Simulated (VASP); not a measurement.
Set up this calculation in VASP 6.6.1, as the native input.

```yaml
Task: single point
Functional: PBE
Potentials_or_basis: VASP PAW PBE potentials, release 64 (Bi_d)
Cutoff: 520 eV
k_mesh: 6 × 6 × 6
Occupations: gaussian, width 0.1 eV
Spin: no spin polarisation
Dipole_correction: no
Further_INCAR_settings: ALGO = Fast; EDIFF = 1e-06; NBANDS = 54
```

The structure of Bi lies in POSCAR:

```
Bi
1.0
    6.5680638779      0.0000000000      0.0000000000
   -3.2840319390      5.6881101720      0.0000000000
    0.0000000000      0.0000000000      6.4909384633
Bi
6
Direct
    0.5000000000      0.0000000000      0.7465022906
    0.0000000000      0.5000000000      0.7465022906
    0.5000000000      0.5000000000      0.7465022906
    0.0000000000      0.5000000000      0.2534977094
    0.5000000000      0.0000000000      0.2534977094
    0.5000000000      0.5000000000      0.2534977094
```

The cell was generated, and may not be a known phase.

One way to write it, as run:

INCAR

```
SYSTEM = Bi
PREC     = Accurate       ! precision mode
ENCUT    = 520            ! plane-wave cutoff, eV
EDIFF    = 1E-6           ! SCF threshold, eV
ISMEAR   = 0              ! smearing method
SIGMA    = 0.1            ! smearing width, eV
LREAL    = .False.        ! projectors in reciprocal space
LASPH    = .True.         ! aspherical terms in the spheres
NELM     = 60             ! most SCF steps
ALGO     = Fast           ! electronic algorithm
ISIF     = 2              ! what is computed and relaxed
LWAVE    = .False.        ! write WAVECAR
LCHARG   = .False.        ! write CHGCAR
GGA      = PE             ! functional
NBANDS   = 54             ! bands
```

KPOINTS

```
Automatic mesh
0
Gamma
  6 6 6
  0 0 0
```

Potentials or basis: VASP PAW PBE potentials, release 64 (Bi_d).

Command:

```sh
$ cat potpaw_PBE.64/Bi_d/POTCAR > POTCAR
$ mpirun -np 1 vasp_std > vasp.out
```

Results of the run:

- Pressure: -0.1 GPa
- Band gap on the k mesh: zero (bands 45 and 46 overlap by 1.34 eV)

Caveat: spin-orbit coupling is left out, which moves the levels of the heavy elements.

Wall time 4.2 min on 1 thread of AMD EPYC 9R45 96-Core Processor (Zen 5), on a shared host, peak memory 0.44 GiB.
